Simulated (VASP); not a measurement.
# CoO in VASP: notebook

Runs on CoO. Level: PBE. Tasks: single point.

Program: VASP 6.6.1. These are calculated values, not measurements. Logs are shortened: lines on timing, memory, paths and dates and some standing lists are left out, and cuts for length are marked.

### Step 1. The cell of the first run

The cell holds a wire with vacuum, 4 atoms: a = 11.000 Å, b = 9.300 Å, c = 3.520 Å, α = 90.00°, β = 90.00°, γ = 90.00°.

### Step 2. Single point, PBE, collinear spin, ferromagnetic start

The input, INCAR:

```
ALGO     = Normal         # electronic algorithm
EDIFF    = 1E-7           # SCF threshold, eV
ENCUT    = 520            # plane-wave cutoff, eV
GGA      = PE             # functional
ISIF     = 2              # what is computed and relaxed
ISMEAR   = 0              # smearing method
ISPIN    = 2              # spin polarisation
LASPH    = T              # aspherical terms in the spheres
LCHARG   = F              # write CHGCAR
LMAXMIX  = 4              # l up to which the mixer works
LORBIT   = 11             # projections on sites
LREAL    = F              # projectors in reciprocal space
LWAVE    = F              # write WAVECAR
MAGMOM   = 2.74 2.74 0.5 0.5 # initial moments
NBANDS   = 27             # bands
NELM     = 150            # most SCF steps
PREC     = Accurate       # precision mode
SIGMA    = 0.05           # smearing width, eV
```

The input, KPOINTS:

```
k-points
0
Gamma
  1 1 17
```

The input, POSCAR:

```
CoO
1.0
   11.0000000000      0.0000000000      0.0000000000
    0.0000000000      9.3000000000      0.0000000000
    0.0000000000      0.0000000000      3.5197943197
Co O
2 2
Direct
    0.4248383081      0.5000000000      0.0000000000
    0.5751616919      0.5000000000      0.5000000000
    0.3956691195      0.5000000000      0.5000000000
    0.6043308805      0.5000000000      0.0000000000
```

Potentials or basis: VASP PAW PBE potentials, release 64 (Co, O).

Command:

```sh
> cat potpaw_PBE.64/Co/POTCAR potpaw_PBE.64/O/POTCAR > POTCAR
> mpirun -np 1 vasp_std > vasp.out
```

OUTCAR:

```text
EDIFF = 1E-7
   ENCUT = 520
   GGA = PE
   ISIF = 2
   ISMEAR = 0
   ISPIN = 2
   LASPH = T
   LORBIT = 11
   LREAL = F
   NELM = 150
   PREC = Accurate

 ion  position               nearest neighbor table
   1  0.425  0.500  0.000-   3 1.79   3 1.79   4 1.97   2 2.41   2 2.41
   2  0.575  0.500  0.500-   4 1.79   4 1.79   3 1.97   1 2.41   1 2.41
   3  0.396  0.500  0.500-   1 1.79   1 1.79   2 1.97
   4  0.604  0.500  0.000-   2 1.79   2 1.79   1 1.97

  LATTYP: Found a simple orthorhombic cell.
 ALAT       =     3.5197943197
 B/A-ratio  =     2.6421998433
 C/A-ratio  =     3.1251826104

  Lattice vectors:

 A1 = (   0.0000000000,   0.0000000000,  -3.5197943197)
 A2 = (   0.0000000000,   9.3000000000,   0.0000000000)
 A3 = (  11.0000000000,   0.0000000000,   0.0000000000)

Analysis of symmetry for initial positions (statically):
=====================================================================
 Subroutine PRICEL returns:
 Original cell was already a primitive cell.

 Routine SETGRP: Setting up the symmetry group for a
 simple orthorhombic supercell.

 Subroutine GETGRP returns: Found  8 space group operations
 (whereof  4 operations were pure point group operations)
 out of a pool of  8 trial point group operations.

The static configuration has the point symmetry C_2v.
 The point group associated with its full space group is D_2h.

Analysis of symmetry for dynamics (positions and initial velocities):
=====================================================================
 Subroutine PRICEL returns:
 Original cell was already a primitive cell.

 Routine SETGRP: Setting up the symmetry group for a
 simple orthorhombic supercell.

 Subroutine GETGRP returns: Found  8 space group operations
 (whereof  4 operations were pure point group operations)
 out of a pool of  8 trial point group operations.

The dynamic configuration has the point symmetry C_2v.
 The point group associated with its full space group is D_2h.

Analysis of structural, dynamic, and magnetic symmetry:
=====================================================================
 Subroutine PRICEL returns:
 Original cell was already a primitive cell.

 Routine SETGRP: Setting up the symmetry group for a
 simple orthorhombic supercell.

 Subroutine GETGRP returns: Found  8 space group operations
 (whereof  4 operations were pure point group operations)
 out of a pool of  8 trial point group operations.

The overall configuration has the point symmetry C_2v.
 The point group associated with its full space group is D_2h.

 Subroutine INISYM returns: Found  8 space group operations
 (whereof  4 operations are pure point group operations),
 and found     1 'primitive' translations

----------------------------------------------------------------------------------------

                                     Primitive cell

  volume of cell :     360.0750

  direct lattice vectors                    reciprocal lattice vectors
    11.000000000  0.000000000  0.000000000     0.090909091  0.000000000  0.000000000
     0.000000000  9.300000000  0.000000000     0.000000000  0.107526882  0.000000000
     0.000000000  0.000000000  3.519794320     0.000000000  0.000000000  0.284107510

  length of vectors
    11.000000000  9.300000000  3.519794320     0.090909091  0.107526882  0.284107510

  position of ions in fractional coordinates (direct lattice)
     0.424838308  0.500000000  0.000000000
     0.575161692  0.500000000  0.500000000
     0.395669119  0.500000000  0.500000000
     0.604330881  0.500000000  0.000000000

  ion indices of the primitive-cell ions
   primitive index   ion index
                 1           1
                 2           2
                 3           3
                 4           4

----------------------------------------------------------------------------------------

 KPOINTS: k-points

Automatic generation of k-mesh.
 Grid dimensions read from file:
 generate k-points for:    1    1   17

 Generating k-lattice:

  Cartesian coordinates                     Fractional coordinates (reciprocal lattice)
     0.090909091  0.000000000  0.000000000     1.000000000  0.000000000  0.000000000
     0.000000000  0.107526882  0.000000000     0.000000000  1.000000000  0.000000000
     0.000000000  0.000000000  0.016712206     0.000000000  0.000000000  0.058823529

  Length of vectors
     0.090909091  0.107526882  0.016712206

  Shift w.r.t. Gamma in fractional coordinates (k-lattice)
     0.000000000  0.000000000  0.000000000

 Subroutine IBZKPT returns following result:
 ===========================================

 Found      9 irreducible k-points:

 Following reciprocal coordinates:
            Coordinates               Weight
  0.000000  0.000000  0.000000      1.000000
  0.000000  0.000000  0.058824      2.000000
  0.000000  0.000000  0.117647      2.000000
  0.000000  0.000000  0.176471      2.000000
  0.000000  0.000000  0.235294      2.000000
  0.000000  0.000000  0.294118      2.000000
  0.000000  0.000000  0.352941      2.000000
  0.000000  0.000000  0.411765      2.000000
  0.000000  0.000000  0.470588      2.000000
   k-points           NKPTS =      9   k-points in BZ     NKDIM =      9   number of bands    NBANDS=     27
   number of dos      NEDOS =    301   number of ions     NIONS =      4
   total plane-waves  NPLWV = 164640
   dimension x,y,z NGX =    84 NGY =   70 NGZ =   28
   dimension x,y,z NGXF=   168 NGYF=  140 NGZF=   56
   ions per type =               2   2
   NGX,Y,Z   is equivalent  to a cutoff of  12.70, 12.51, 13.22 a.u.
   NGXF,Y,Z  is equivalent  to a cutoff of  25.39, 25.03, 26.45 a.u.
 SYSTEM =  unknown system
   PREC   = accura    normal or accurate (medium, high low for compatibility)
   ISTART =      0    job   : 0-new  1-cont  2-samecut
   ICHARG =      2    charge: 1-file 2-atom 10-const
   ISPIN  =      2    spin polarized calculation?
   LNONCOLLINEAR =      F non collinear calculations
   LSORBIT =      F    spin-orbit coupling
   LASPH  =      T    aspherical Exc in radial PAW
   ENCUT  =  520.0 eV  38.22 Ry    6.18 a.u.  20.45 17.29  6.54*2*pi/ulx,y,z
   NELM   =    150;   NELMIN=  2; NELMDL= -5     # of ELM steps
   EDIFF  = 0.1E-06   stopping-criterion for ELM
   LREAL  =      F    real-space projection
   EDIFFG = 0.1E-05   stopping-criterion for IOM
   NSW    =      0    number of steps for IOM
   IBRION =     -1    ionic relax: 0-MD 1-quasi-New 2-CG
   NFREE  =      0    steps in history (QN), initial steepest desc. (CG)
   ISIF   =      2    stress and relaxation
   ISYM   =      2    0-nonsym 1-usesym 2-fastsym
   POTIM  = 0.5000    time-step for ionic-motion
   TEBEG  =    0.0;   TEEND  =   0.0 temperature during run
   PSTRESS=    0.0 pullay stress
   NELECT =      30.0000    total number of electrons
   NUPDOWN=      -1.0000    fix difference up-down
   EMIN   =  10.00;   EMAX   =-10.00  energy-range for DOS
   EFERMI =   0.00;   METHOD = LEGACY
   ISMEAR =     0;   SIGMA  =   0.05  broadening in eV -4-tet -1-fermi 0-gaus
   EFERMI_NEDOS =   21; number of points for ismear=-14 and -15
   IALGO  =     38    algorithm
   IMIX   =      4    mixing-type and parameters
     AMIX     =   0.40;   BMIX     =  1.00
     AMIX_MAG =   1.60;   BMIX_MAG =  1.00
  volume/ion in A,a.u.               =      90.02       607.48
  Fermi-wavevector in a.u.,A,eV,Ry     =   0.715019  1.351190  6.956009  0.511252
  Thomas-Fermi vector in A             =   1.803070
   LORBIT       =     11    0 simple, 1 ext, 2 COOP (PROOUT), +10 PAW based schemes
   GGA     = PE    functional components
   LHFCALC =     F    Hartree Fock is set to
   AEXX    =    0.0000 exact exchange contribution
   IVDW    =     0    specifies the selected vdW correction
   LEPSILON=     F    determine dielectric tensor
   LRPA    =     F    only Hartree local field effects (RPA)
 spin polarized calculation
 Gauss-broadening in eV      SIGMA  =   0.05
  energy-cutoff  :      520.00
  volume of cell :      360.07
 maximum number of plane-waves:      9775
 NGX is ok and might be reduce to    84
   NGX = 41   NGY = 35   NGZ = 13

 number of electron      29.9999975 magnetization       4.2353127

 Free energy of the ion-electron system (eV)
  ---------------------------------------------------
  ext. energy  EPLUGINS =         0.00000000
  ---------------------------------------------------
  free energy    TOTEN  =       -24.98897892 eV

  energy without entropy =      -24.98587157  energy(sigma->0) =      -24.98742525

 E-fermi :  -3.6199     XC(G=0):  -2.4887

 val. band max:       -3.6924416244   @ k =   0.0000   0.0000   0.2941
 cond. band min:      -3.6016965246   @ k =   0.0000   0.0000   0.4706
 fundamental gap:      0.0907450998
 Fermi energy:        -3.6199317947

 spin component 1

 k-point     1 :       0.0000    0.0000    0.0000
  band No.  band energies     occupation
      1     -23.3673      1.00000
      2     -22.9628      1.00000
      3      -9.1279      1.00000
      4      -9.0172      1.00000
      5      -8.8901      1.00000
      6      -8.8157      1.00000
[... 19 lines left out ...]
     26       2.9474      0.00000
     27       3.4084      0.00000

 k-point     2 :       0.0000    0.0000    0.0588
  band No.  band energies     occupation
      1     -23.3482      1.00000
      2     -22.9496      1.00000
      3      -9.3791      1.00000
      4      -9.1488      1.00000
      5      -8.7916      1.00000
      6      -8.7177      1.00000
[... 199 lines left out ...]
     26       4.4942      0.00000
     27       4.7939      0.00000

 k-point     9 :       0.0000    0.0000    0.4706
  band No.  band energies     occupation
      1     -22.6717      1.00000
      2     -22.6312      1.00000
      3     -11.4044      1.00000
      4     -11.3467      1.00000
      5      -9.4959      1.00000
      6      -9.3896      1.00000
[... 19 lines left out ...]
     26       4.6194      0.00000
     27       4.7328      0.00000
 Fermi energy:        -3.6199317947

 spin component 2

 k-point     1 :       0.0000    0.0000    0.0000
  band No.  band energies     occupation
      1     -22.9812      1.00000
      2     -22.5518      1.00000
      3      -8.5875      1.00000
      4      -8.5249      1.00000
      5      -8.4481      1.00000
      6      -8.4444      1.00000
[... 19 lines left out ...]
     26       3.0010      0.00000
     27       3.4122      0.00000

 k-point     2 :       0.0000    0.0000    0.0588
  band No.  band energies     occupation
      1     -22.9618      1.00000
      2     -22.5386      1.00000
      3      -8.8602      1.00000
      4      -8.5998      1.00000
      5      -8.4036      1.00000
      6      -8.3345      1.00000
[... 202 lines left out ...]
 k-point     9 :       0.0000    0.0000    0.4706
  band No.  band energies     occupation
      1     -22.2715      1.00000
      2     -22.2283      1.00000
      3     -10.8933      1.00000
      4     -10.8506      1.00000
      5      -8.8139      1.00000
      6      -8.7412      1.00000
[... 19 lines left out ...]
     26       4.6554      0.00000
     27       4.7700      0.00000

------------------------ aborting loop because EDIFF is reached ----------------------------------------

  FORCE on cell =-STRESS in cart. coord.  units (eV):
  Direction    XX          YY          ZZ          XY          YZ          ZX
  --------------------------------------------------------------------------------------
  -------------------------------------------------------------------------------------
  Total        0.0027702     -0.0592717      0.0989618      0.0000000      0.0000000      0.0000000
  in kB        0.0123262     -0.2637332      0.4403369      0.0000000      0.0000000      0.0000000
  external PRESSURE =       0.0629766 kB  Pullay stress =       0.0000000 kB

 VOLUME and BASIS-vectors are now :
 -----------------------------------------------------------------------------
  energy-cutoff  :      520.00
  volume of cell :      360.07
      direct lattice vectors                 reciprocal lattice vectors
    11.000000000  0.000000000  0.000000000     0.090909091  0.000000000  0.000000000
     0.000000000  9.300000000  0.000000000     0.000000000  0.107526882  0.000000000
     0.000000000  0.000000000  3.519794320     0.000000000  0.000000000  0.284107510

 POSITION                                       TOTAL-FORCE (eV/Angst)
 -----------------------------------------------------------------------------------
      4.67322      4.65000      0.00000        -0.012199      0.000000      0.000000
      6.32678      4.65000      1.75990         0.012199      0.000000      0.000000
      4.35236      4.65000      1.75990        -0.014154      0.000000      0.000000
      6.64764      4.65000      0.00000         0.014154      0.000000      0.000000
 -----------------------------------------------------------------------------------
    total drift:                                0.000000     -0.000000     -0.000000

  FREE ENERGIE OF THE ION-ELECTRON SYSTEM (eV)
  ---------------------------------------------------
  free  energy   TOTEN  =       -24.9889789226 eV

  energy  without entropy=      -24.9858715691  energy(sigma->0) =      -24.98742525

 total charge

# of ion       s       p       d       tot
------------------------------------------
    1        0.426   0.498   7.286   8.210
    2        0.426   0.498   7.286   8.210
    3        1.565   3.406   0.000   4.971
    4        1.565   3.406   0.000   4.971
--------------------------------------------------
tot          3.981   7.808  14.571  26.360

 magnetization (x)

# of ion       s       p       d       tot
------------------------------------------
    1        0.026   0.011   1.791   1.829
    2        0.026   0.011   1.791   1.829
    3        0.006   0.213   0.000   0.219
    4        0.006   0.213   0.000   0.219
--------------------------------------------------
tot          0.065   0.448   3.583   4.096
```

Wall time 5.1 min (1 thread of Intel Xeon 6975P-C, shared host); peak memory 0.59 GiB.

What came out:

- Free energy: -24.9890 eV
- Largest force: 0.014 eV/Å
- Net moment: 4.24 μB per cell
- Site moments: Co +1.83; O +0.22 μB
- Valence electrons inside the program's atomic spheres: Co 8.21; O 4.97

Forces in eV/Å, atoms in the order of the input:
```
Co  -0.012  0.000  0.000
Co   0.012  0.000  0.000
O   -0.014  0.000  0.000
O    0.014  0.000  0.000
```

Caveat: semilocal functionals often make such compounds metallic where correlation or magnetic order opens a gap, which also shifts bond lengths. With open d or f shells a metallic result of PBE can be an artefact of self-interaction; +U or a hybrid may open a gap.

### Step 3. Single point, PBE, collinear spin, ferromagnetic start

This run uses another cell than the first one, of 97.79 Å³/atom, 1.086 times its volume.

The input, INCAR:

```
SYSTEM = CoO
ALGO = Normal
EDIFF = 1E-7
ENCUT = 520
GGA = PE
ISIF = 2
ISMEAR = 0
ISPIN = 2
LASPH = .TRUE.
LCHARG = .TRUE.
LELF = .TRUE.
LMAXMIX = 4
LORBIT = 11
LREAL = .FALSE.
LVHAR = .TRUE.
LWAVE = .FALSE.
MAGMOM = 2.74 2.74 0.5 0.5
NBANDS = 27
NELM = 150
PREC = Accurate
SIGMA = 0.05
```

The input, KPOINTS:

```
k-points
0
G
  1 1 17
  0 0 0
```

The input, POSCAR:

```
CoO
1.0
   11.0000000000      0.0000000000      0.0000000000
    0.0000000000      9.3000000000      0.0000000000
    0.0000000000      0.0000000000      3.8234818093
Co O
2 2
Direct
    0.4087578205      0.5000000000      0.0000000000
    0.5912421795      0.5000000000      0.5000000000
    0.4087578205      0.5000000000      0.5000000000
    0.5912421795      0.5000000000      0.0000000000
```

Potentials or basis: VASP PAW PBE potentials, release 64 (Co, O).

Command:

```sh
> cat potpaw_PBE.64/Co/POTCAR potpaw_PBE.64/O/POTCAR > POTCAR
> mpirun -np 1 vasp_std > vasp.out
```

Run time: 7.6 min. Hardware: 1 thread of Intel Xeon 6975P-C, shared host; peak memory 0.62 GiB.

It converged, with:

```yaml
Free_energy: -24.2976 eV
Largest_force: 1.440 eV/Å
Band_gap_on_the_k_mesh: zero (filled and empty bands overlap)
Net_moment: 6.00 μB per cell
Site_moments: Co +2.48; O +0.37 μB
Valence_electrons_inside_the_program's_atomic_spheres: Co 7.82; O 4.94
```

Forces on the atoms (eV/Å):
```
Co   1.440  0.000  0.000
Co  -1.440  0.000  0.000
O   -0.467  0.000  0.000
O    0.467  0.000  0.000
```

Levels at points of the mesh, in eV from the Fermi level:
Spin up:
```
           k point  band 15  band 16  band 17  band 18  band 19  band 20  band 21  band 22
(0.00, 0.00, 0.00)    -2.03    -1.92    -1.78    -1.29     1.88     3.06     4.36     4.61
```
Spin down:
```tsv
k point	band 8	band 9	band 10	band 11	band 12	band 13	band 14	band 15	band 16	band 17
(0.00, 0.00, 0.00)	-2.19	-1.04	-0.68	-0.34	-0.20	-0.15	0.11	0.19	0.23	0.36
```

Caveat: semilocal functionals often make such compounds metallic where correlation or magnetic order opens a gap, which also shifts bond lengths. With open d or f shells a metallic result of PBE can be an artefact of self-interaction; +U or a hybrid may open a gap.
